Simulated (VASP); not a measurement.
Crystal: W.

```
W
1.0
    -1.58234    1.58234    1.58234
     1.58234   -1.58234    1.58234
     1.58234    1.58234   -1.58234
W
1
Direct
  0.00000 0.00000 0.00000
```

```yaml
Program: VASP 6.6.1
Task: relaxation of cell and atoms
Functional: PBE
Potentials_or_basis: VASP PAW PBE potentials, release 64 (W_sv)
Cutoff: 600 eV
k_mesh: 18 × 18 × 18
Occupations: gaussian, width 0.1 eV
Spin: no spin polarisation
```

At the start: pressure 6.3 GPa; volume 15.85 Å³/atom.

**Question.** Where does the relaxation end?

**Answer.** Over 7 steps the energy falls by 6.0 meV/atom and the volume is 16.16 Å³/atom (+2.0 %); space group Im-3m (No. 229, to 0.05 Å).

The path:
```tsv
step	energy change (eV)	largest force (eV/Å)	pressure (GPa)	volume (Å³)
1	0.0000	0.0000	6.31	15.85
2	0.0643	0.0000	-18.22	17.32
3	-0.0060	0.0000	-0.24	16.17
4	-0.0060	0.0000	0.06	16.16
5	-0.0060	0.0000	0.06	16.16
6	-0.0060	0.0000	0.06	16.16
7	-0.0060	0.0000	0.04	16.16
```

Final structure:
```xyz
1
Lattice="-1.5927 1.5927 1.5927 1.5927 -1.5927 1.5927 1.5927 1.5927 -1.5927" Properties=species:S:1:pos:R:3 pbc="T T T"
W     0.0000    0.0000    0.0000
```
